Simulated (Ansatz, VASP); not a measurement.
# One calculation of GaN, two programs

Contents of POSCAR:

```
GaN
1.0
    3.1831493621      0.0000000000      0.0000000000
   -1.5915746810      2.7566882117      0.0000000000
    0.0000000000      0.0000000000      5.3391338837
Ga N
2 2
Direct
    0.3333333333      0.6666666667      0.0010174803
    0.6666666667      0.3333333333      0.5010174803
    0.3333333333      0.6666666667      0.3739825197
    0.6666666667      0.3333333333      0.8739825197
```

The input INCAR.step1:

```
SYSTEM = GaN
ALGO = Normal
EDIFF = 1E-5
ENCUT = 910
GGA = PE
GGA_COMPAT = .False.
ISMEAR = 0
LASPH = .True.
LCHARG = .False.
LREAL = .False.
LWAVE = .True.
NBANDS = 26
NELM = 120
PREC = Accurate
SIGMA = 0.01
```

INCAR.step2

```
SYSTEM = GaN
ALGO = Normal
EDIFF = 1E-6
ENCUT = 910
GGA_COMPAT = .False.
ISIF = 2
ISMEAR = 0
ISTART = 1
LASPH = .True.
LCHARG = .False.
LMIXTAU = .True.
LREAL = .False.
LWAVE = .False.
METAGGA = R2SCAN
NBANDS = 26
NELM = 120
PREC = Accurate
SIGMA = 0.01
```

KPOINTS

```
k-points
0
Gamma
  12 12 6
  0 0 0
```

Input for Ansatz:

```yaml
crystal:
  lattice:
    - [3.1831493621, 0.0, 0.0]
    - [-1.591574681, 2.7566882117, 0.0]
    - [0.0, 0.0, 5.3391338837]
  atoms:
    - { symbol: Ga, position: [0.3333333333, 0.6666666667, 0.0010174803] }
    - { symbol: Ga, position: [0.6666666667, 0.3333333333, 0.5010174803] }
    - { symbol: "N", position: [0.3333333333, 0.6666666667, 0.3739825197] }
    - { symbol: "N", position: [0.6666666667, 0.3333333333, 0.8739825197] }
kpoints:
  mp_grid: { grid: [12, 12, 6] }
  band_path:
    path:
      - [0.0, 0.0, 0.0]
      - [0.5, 0.0, 0.0]
      - [0.3333333333, 0.3333333333, 0.0]
      - [0.0, 0.0, 0.5]
      - [0.5, 0.0, 0.5]
      - [0.3333333333, 0.3333333333, 0.5]
    npoints: 1
hamiltonian:
  xc: r2scan
scf:
  occupations: { method: fixed }
  n_extra_bands: 5
output:
  forces: true
  stress: true
  eigenvalues: true
```

Change from the starting cell: uniaxial_z strain +3.0%.

Alike in both runs: task single point; functional r2SCAN; k mesh 12 × 12 × 6; no spin polarisation.

```csv
,VASP,Ansatz
version,VASP 6.6.1,Ansatz 0.2.0
potentials or method,"VASP PAW PBE potentials, release 64 (Ga_d, N_h)","plane waves, PAW"
plane-wave cutoff (eV),910,500
occupations,"gaussian, width 0.01 eV",fixed
valence electrons in the cell,36,36
```

|  | VASP | Ansatz | Ansatz less VASP |
| --- | --- | --- | --- |
| gap on the k mesh at the Fermi level (eV) | 2.01 | 2.02 | +0.009 |
| rms of the force components (eV/Å) | 0.003 | 0.000 | -0.0029 |

VASP's potentials were made for PBE, not for r2SCAN. Atom by atom the forces differ by 0.003 eV/Å (rms over components).

Noted on VASP's run: the cutoff is short for stress, so the pressure is rough.
